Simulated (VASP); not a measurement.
# Sc3Te2 (Pm-3m) in VASP: further runs

Runs on Sc3Te2. Level: PBE. Tasks: single point.

Program: VASP 6.6.1. These are calculated values, not measurements. Logs are shortened: lines on timing, memory, paths and dates and some standing lists are left out, and cuts for length are marked.

## 1. The cell of the first run

The structure is cubic, space group Pm-3m (No. 221). The conventional cell has a = 4.999 Å, b = 4.999 Å, c = 4.999 Å, α = 90.00°, β = 90.00°, γ = 90.00°. Within 3.3 Å of Sc (site symmetry 4/mmm) lie 2 Te at 2.50 Å. Te (site symmetry m-3m) has 12 Sc at 3.54 Å and 8 Te at 4.33 Å within 4.6 Å. Within 3.3 Å of Te (site symmetry m-3m) lie 6 Sc at 2.50 Å.

## 2. Single point, PBE

File INCAR:

```
PREC     = Accurate       # precision mode
ENCUT    = 520            # plane-wave cutoff, eV
EDIFF    = 1E-6           # SCF threshold, eV
ISMEAR   = 0              # smearing method
SIGMA    = 0.1            # smearing width, eV
LREAL    = False          # projectors in reciprocal space
LASPH    = True           # aspherical terms in the spheres
NELM     = 60             # most SCF steps
ALGO     = Normal         # electronic algorithm
ISIF     = 2              # what is computed and relaxed
LWAVE    = False          # write WAVECAR
LCHARG   = False          # write CHGCAR
GGA      = PE             # functional
NBANDS   = 30             # bands
```

File KPOINTS:

```
Automatic mesh
0
Gamma
  4 4 4
```

File POSCAR:

```
Sc3Te2
1.0
    4.9992679800      0.0000000000      0.0000000000
    0.0000000000      4.9992679800      0.0000000000
    0.0000000000      0.0000000000      4.9992679800
Sc Te
3 2
Direct
    0.5000000000      0.0000000000      0.0000000000
    0.0000000000      0.5000000000      0.0000000000
    0.0000000000      0.0000000000      0.5000000000
    0.5000000000      0.5000000000      0.5000000000
    0.0000000000      0.0000000000      0.0000000000
```

Potentials or basis: VASP PAW PBE potentials, release 64 (Sc_sv, Te).

On the command line:

```sh
$ cat potpaw_PBE.64/Sc_sv/POTCAR potpaw_PBE.64/Te/POTCAR > POTCAR
$ mpirun -np 1 vasp_std > vasp.out
```

OUTCAR:

```text
PREC = Accurate
   ENCUT = 520
   EDIFF = 1E-6
   ISMEAR = 0
   LREAL = False
   LASPH = True
   NELM = 60
   ISIF = 2
   GGA = PE

 ion  position               nearest neighbor table
   1  0.500  0.000  0.000-   5 2.50   5 2.50   4 3.54   4 3.54   4 3.54   4 3.54
   2  0.000  0.500  0.000-   5 2.50   5 2.50   4 3.54   4 3.54   4 3.54   4 3.54
   3  0.000  0.000  0.500-   5 2.50   5 2.50   4 3.54   4 3.54   4 3.54   4 3.54
   4  0.500  0.500  0.500-   1 3.54   2 3.54   3 3.54   1 3.54   2 3.54   1 3.54   3 3.54   1 3.54
                             2 3.54   3 3.54   2 3.54   3 3.54
   5  0.000  0.000  0.000-   1 2.50   2 2.50   3 2.50   3 2.50   2 2.50   1 2.50

  LATTYP: Found a simple cubic cell.
 ALAT       =     4.9992679800

  Lattice vectors:

 A1 = (   4.9992679800,   0.0000000000,   0.0000000000)
 A2 = (   0.0000000000,   4.9992679800,   0.0000000000)
 A3 = (   0.0000000000,   0.0000000000,   4.9992679800)

Analysis of symmetry for initial positions (statically):
=====================================================================
 Subroutine PRICEL returns:
 Original cell was already a primitive cell.

 Routine SETGRP: Setting up the symmetry group for a
 simple cubic supercell.

 Subroutine GETGRP returns: Found 48 space group operations
 (whereof 48 operations were pure point group operations)
 out of a pool of 48 trial point group operations.

The static configuration has the point symmetry O_h .

Analysis of symmetry for dynamics (positions and initial velocities):
=====================================================================
 Subroutine PRICEL returns:
 Original cell was already a primitive cell.

 Routine SETGRP: Setting up the symmetry group for a
 simple cubic supercell.

 Subroutine GETGRP returns: Found 48 space group operations
 (whereof 48 operations were pure point group operations)
 out of a pool of 48 trial point group operations.

The dynamic configuration has the point symmetry O_h .

 Subroutine INISYM returns: Found 48 space group operations
 (whereof 48 operations are pure point group operations),
 and found     1 'primitive' translations

----------------------------------------------------------------------------------------

[... 81 lines left out ...]
   ENCUT  =  520.0 eV  38.22 Ry    6.18 a.u.   9.30  9.30  9.30*2*pi/ulx,y,z
   NELM   =     60;   NELMIN=  2; NELMDL= -5     # of ELM steps
   EDIFF  = 0.1E-05   stopping-criterion for ELM
   LREAL  =      F    real-space projection
   EDIFFG = 0.1E-04   stopping-criterion for IOM
   NSW    =      0    number of steps for IOM
   IBRION =     -1    ionic relax: 0-MD 1-quasi-New 2-CG
   NFREE  =      0    steps in history (QN), initial steepest desc. (CG)
   ISIF   =      2    stress and relaxation
   ISYM   =      2    0-nonsym 1-usesym 2-fastsym
   POTIM  = 0.5000    time-step for ionic-motion
   TEBEG  =    0.0;   TEEND  =   0.0 temperature during run
   PSTRESS=    0.0 pullay stress
   NELECT =      45.0000    total number of electrons
   NUPDOWN=      -1.0000    fix difference up-down
   EMIN   =  10.00;   EMAX   =-10.00  energy-range for DOS
   EFERMI =   0.00;   METHOD = LEGACY
   ISMEAR =     0;   SIGMA  =   0.10  broadening in eV -4-tet -1-fermi 0-gaus
   EFERMI_NEDOS =   21; number of points for ismear=-14 and -15
   IALGO  =     38    algorithm
   IMIX   =      4    mixing-type and parameters
     AMIX     =   0.40;   BMIX     =  1.00
     AMIX_MAG =   1.60;   BMIX_MAG =  1.00
  volume/ion in A,a.u.               =      24.99       168.63
  Fermi-wavevector in a.u.,A,eV,Ry     =   1.164768  2.201091 18.458798  1.356683
  Thomas-Fermi vector in A             =   2.301302
   LORBIT       =      0    0 simple, 1 ext, 2 COOP (PROOUT), +10 PAW based schemes
   GGA     = PE    functional components
   LHFCALC =     F    Hartree Fock is set to
   AEXX    =    0.0000 exact exchange contribution
   IVDW    =     0    specifies the selected vdW correction
   LEPSILON=     F    determine dielectric tensor
   LRPA    =     F    only Hartree local field effects (RPA)
 non-spin polarized calculation
 Gauss-broadening in eV      SIGMA  =   0.10
  energy-cutoff  :      520.00
  volume of cell :      124.95
 maximum number of plane-waves:      3407
 NGX is ok and might be reduce to    40
   NGX = 19   NGY = 19   NGZ = 19

 number of electron      45.0000007 magnetization

 Free energy of the ion-electron system (eV)
  ---------------------------------------------------
  ext. energy  EPLUGINS =         0.00000000
  ---------------------------------------------------
  free energy    TOTEN  =       -24.45407044 eV

  energy without entropy =      -24.41528250  energy(sigma->0) =      -24.43467647

 E-fermi :   6.6272     XC(G=0):  -9.9186

 val. band max:        6.5922751195   @ k =   0.5000   0.2500   0.0000
 cond. band min:       6.6292850872   @ k =   0.5000   0.5000   0.2500
 fundamental gap:      0.0370099677
 Fermi energy:         6.6272170824

 k-point     1 :       0.0000    0.0000    0.0000
  band No.  band energies     occupation
      1     -43.1662      2.00000
      2     -43.1346      2.00000
      3     -43.1346      2.00000
      4     -21.9938      2.00000
      5     -21.9938      2.00000
      6     -21.9938      2.00000
[... 319 lines left out ...]
     29       8.5582      0.00000
     30       9.2826      0.00000

------------------------ aborting loop because EDIFF is reached ----------------------------------------

  FORCE on cell =-STRESS in cart. coord.  units (eV):
  Direction    XX          YY          ZZ          XY          YZ          ZX
  --------------------------------------------------------------------------------------
  -------------------------------------------------------------------------------------
  Total       10.6018549     10.6018549     10.6018549     -0.0000000     -0.0000000     -0.0000000
  in kB      135.9481142    135.9481142    135.9481142     -0.0000000     -0.0000000     -0.0000000
  external PRESSURE =     135.9481142 kB  Pullay stress =       0.0000000 kB

 VOLUME and BASIS-vectors are now :
 -----------------------------------------------------------------------------
  energy-cutoff  :      520.00
  volume of cell :      124.95
      direct lattice vectors                 reciprocal lattice vectors
     4.999267980  0.000000000  0.000000000     0.200029285  0.000000000  0.000000000
     0.000000000  4.999267980  0.000000000     0.000000000  0.200029285  0.000000000
     0.000000000  0.000000000  4.999267980     0.000000000  0.000000000  0.200029285

 POSITION                                       TOTAL-FORCE (eV/Angst)
 -----------------------------------------------------------------------------------
      2.49963      0.00000      0.00000         0.000000      0.000000      0.000000
      0.00000      2.49963      0.00000         0.000000      0.000000      0.000000
      0.00000      0.00000      2.49963         0.000000      0.000000      0.000000
      2.49963      2.49963      2.49963         0.000000      0.000000      0.000000
      0.00000      0.00000      0.00000         0.000000      0.000000      0.000000
 -----------------------------------------------------------------------------------
    total drift:                               -0.000000      0.000000     -0.000000

  FREE ENERGIE OF THE ION-ELECTRON SYSTEM (eV)
  ---------------------------------------------------
  free  energy   TOTEN  =       -24.4540704383 eV

  energy  without entropy=      -24.4152824995  energy(sigma->0) =      -24.43467647
```

stdout:

```text
POSCAR found type information on POSCAR ScTe
 POSCAR found :  2 types and       5 ions
 scaLAPACK will be used
 LDA part: xc-table for (Slater+PW92), standard interpolation
 POSCAR, INCAR and KPOINTS ok, starting setup
 FFT: planning ... GRIDC
 FFT: planning ... GRID_SOFT
 FFT: planning ... GRID
 WAVECAR not read
 entering main loop
```

Wall time 55 s (1 thread of Oxide Virtual Turin-like, shared host); peak memory 0.21 GiB.

Results:

```
Free energy : -24.4541 eV
Pressure    : 13.6 GPa
```

Caveat: spin-orbit coupling is left out, which moves the levels of the heavy elements.

## 3. Single point, PBE

This run uses another cell than the first one, of 30.22 Å³/atom, 1.209 times its volume.

File INCAR:

```
SYSTEM = Sc3Te2
ALGO = Normal
EDIFF = 1E-6
ENCUT = 520
GGA = PE
ISIF = 2
ISMEAR = 0
LASPH = .TRUE.
LCHARG = .FALSE.
LREAL = .FALSE.
LWAVE = .FALSE.
NBANDS = 30
NELM = 60
PREC = Accurate
SIGMA = 0.1
```

File KPOINTS:

```
k-points
0
G
  4 4 4
  0 0 0
```

Changes to POSCAR since step 2:

```diff
@@ -2,5 +2,5 @@
 1.0
-    4.9992679800      0.0000000000      0.0000000000
-    0.0000000000      4.9992679800      0.0000000000
-    0.0000000000      0.0000000000      4.9992679800
+    5.3260905735      0.0000000000      0.0000000000
+    0.0000000000      5.3260905735      0.0000000000
+    0.0000000000      0.0000000000      5.3260905735
 Sc Te
```

Potentials or basis: VASP PAW PBE potentials, release 64 (Sc_sv, Te).

On the command line:

```sh
$ cat potpaw_PBE.64/Sc_sv/POTCAR potpaw_PBE.64/Te/POTCAR > POTCAR
$ mpirun -np 1 vasp_std > vasp.out
```

It took 37 s on 1 thread of Oxide Virtual Turin-like, shared host; peak memory 0.22 GiB.

Results (log left out):

```
Free energy : -25.4094 eV
Pressure    : 0.1 GPa
```

Levels at points of the mesh, in eV from the Fermi level:
| k point | band 20 | band 21 | band 22 | band 23 | band 24 | band 25 |
| --- | --- | --- | --- | --- | --- | --- |
| (0.00, 0.00, 0.00) | -2.03 | -1.19 | -0.91 | -0.91 | -0.91 | -0.83 |
| (0.50, 0.00, 0.00) | -2.81 | -0.70 | -0.11 | -0.03 | 0.41 | 0.41 |
| (0.50, 0.50, 0.00) | -2.75 | -0.19 | -0.19 | 0.33 | 0.33 | 0.51 |
| (0.50, 0.50, 0.50) | -3.39 | 0.10 | 0.10 | 0.10 | 0.48 | 0.54 |

Caveat: spin-orbit coupling is left out, which moves the levels of the heavy elements.
